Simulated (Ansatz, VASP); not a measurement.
# ZnS: VASP beside Ansatz

```
CELL_PARAMETERS angstrom
3.90940 0.00000 0.00000
-1.95470 3.38564 0.00000
0.00000 0.00000 6.04119
ATOMIC_POSITIONS crystal
Zn 0.33333 0.66667 0.00544
Zn 0.66667 0.33333 0.50544
S 0.33333 0.66667 0.37956
S 0.66667 0.33333 0.87956
```

Alike in both runs: task single point; functional PBEsol; k mesh 9 × 9 × 6; occupations gaussian, width 0.05 eV; no spin polarisation.

|  | VASP | Ansatz |
| --- | --- | --- |
| version | VASP 6.6.1 | Ansatz 0.2.0 |
| potentials or method | VASP PAW PBE potentials, release 64 (Zn, S), cutoff 520 eV | scalar-relativistic, plane waves, PAW |
| valence electrons in the cell | 36 | 36 |

```tsv
	VASP	Ansatz	Ansatz less VASP
gap on the k mesh at the Fermi level (eV)	2.00	2.00	-0.001
least direct gap on the mesh (eV)	2.00	2.00	-0.001
pressure (GPa)	-2.1	-2.3	-0.17
traceless stress, the component that is largest in VASP (GPa)	5.71	5.68	-0.035
rms of the force components (eV/Å)	0.258	0.256	-0.0023
```

VASP's potentials were made for PBE, not for PBEsol. Atom by atom the forces differ by 0.002 eV/Å (rms over components).
